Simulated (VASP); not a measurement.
Here is a VASP 6.6.1 calculation.

File INCAR:

```
SYSTEM = WS2
  ALGO = Normal
  EDIFF = 1E-6
  ENCUT = 500
  GGA = PS
  GGA_COMPAT = .FALSE.
  ISIF = 2
  ISMEAR = -1
  LASPH = .TRUE.
  LCHARG = .FALSE.
  LREAL = .FALSE.
  LWAVE = .FALSE.
  NBANDS = 20
  NELM = 120
  PREC = Accurate
  SIGMA = 0.1
```

The input KPOINTS:

```
k-points
0
G
  11 11 11
  0 0 0
```

POSCAR

```
WS2
1.0
    1.5790000000      0.9116360800      6.1633333300
   -1.5790000000      0.9116360800      6.1633333300
    0.0000000000     -1.8232721500      6.1633333300
W S
1 2
Direct
    0.0000000000      0.0000000000      0.0000000000
    0.2497000000      0.2497000000      0.2497000000
    0.4190000000      0.4190000000      0.4190000000
```

Potentials or basis: VASP PAW PBE potentials, release 64 (W_sv, S).

The run is started by

```console
$ cat potpaw_PBE.64/W_sv/POTCAR potpaw_PBE.64/S/POTCAR > POTCAR
$ mpirun -np 1 vasp_std > vasp.out
```

(1) Predict the largest force.

(2) Predict the pressure.

(3) Predict the band gap on the k mesh.

Results:

(1) 0.601 eV/Å.

(2) -0.5 GPa.

(3) 0.99 eV (least direct gap 2.13 eV).

Caveat: the PAW data sets were made with another functional, which shifts forces and pressure a little; spin-orbit coupling is left out, which moves the levels of the heavy elements; an odd mesh through Γ misses points on the zone boundary, where band edges can lie.
